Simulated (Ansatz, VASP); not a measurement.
One calculation of Al7Ru9, two programs

```xyz
16
Lattice="5.9832 0.0000 0.0000 0.0000 5.9832 0.0000 0.0000 0.0000 5.9832" Properties=species:S:1:pos:R:3 pbc="T T T"
Ru    0.0000    0.0000    0.0000
Ru    1.4958    1.4958    1.4958
Ru    1.4958    1.4958    4.4874
Ru    1.4958    4.4874    1.4958
Ru    1.4958    4.4874    4.4874
Ru    4.4874    1.4958    1.4958
Ru    4.4874    1.4958    4.4874
Ru    4.4874    4.4874    1.4958
Ru    4.4874    4.4874    4.4874
Al    0.0000    0.0000    2.9916
Al    0.0000    2.9916    0.0000
Al    0.0000    2.9916    2.9916
Al    2.9916    0.0000    0.0000
Al    2.9916    0.0000    2.9916
Al    2.9916    2.9916    0.0000
Al    2.9916    2.9916    2.9916
```

Alike in both runs: task single point; functional PBE; k mesh 2 × 2 × 2; occupations fermi-dirac, width 0.15 eV; no spin polarisation.

|  | VASP | Ansatz |
| --- | --- | --- |
| version | VASP 6.6.1 | Ansatz 0.2.0 |
| potentials or method | VASP PAW PBE potentials, release 64 (Ru_pv, Al), cutoff 400 eV | plane waves, PAW |
| valence electrons in the cell | 147 | 165 |

Ansatz gave:

* gap on the k mesh at the Fermi level (eV): none
* rms of the force components (eV/Å): 0.199

Problem. Which values does VASP return?

Solution. gap on the k mesh at the Fermi level (eV): none; rms of the force components (eV/Å): 0.200.

A gap of «none» marks a metal or a gap that the smearing closes. VASP's potentials hold 147 valence electrons a cell and Ansatz's 165, so a difference there can come from the potentials and not from the codes.

The k mesh is coarse, so the values compare programs but aren't converged.
